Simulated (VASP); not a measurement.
Input of a VASP 6.6.1 run:

File INCAR:

```
  PREC = Accurate
  ENCUT = 520
  EDIFF = 1E-6
  ISMEAR = 0
  SIGMA = 0.1
  LREAL = False
  LASPH = True
  NELM = 100
  ALGO = Normal
  ISIF = 2
  LWAVE = False
  LCHARG = False
  GGA = PE
  NBANDS = 34
```

The input KPOINTS:

```
regular mesh
0
Gamma
  4 4 4
```

Contents of POSCAR:

```
In3S2
1.0
    5.3282206300      0.0000000000      0.0000000000
    0.0000000000      5.3282206300      0.0000000000
    0.0000000000      0.0000000000      5.3702248300
In S
3 2
Direct
    0.0000000000      0.5000000000      0.5000000000
    0.5000000000      0.0000000000      0.5000000000
    0.0000000000      0.0000000000      0.5000000000
    0.0000000000      0.5000000000      0.0000000000
    0.5000000000      0.0000000000      0.0000000000
```

Potentials or basis: VASP PAW PBE potentials, release 64 (In_d, S).

Launch:

```bash
$ cat potpaw_PBE.64/In_d/POTCAR potpaw_PBE.64/S/POTCAR > POTCAR
$ mpirun -np 1 vasp_std > vasp.out
```

**Question.** What does it give for the pressure?

**Answer.** 1.7 GPa.

Stress tensor (GPa, compression positive):
```
 6.96  0.00  0.00
 0.00  6.96  0.00
 0.00  0.00 -8.85
```
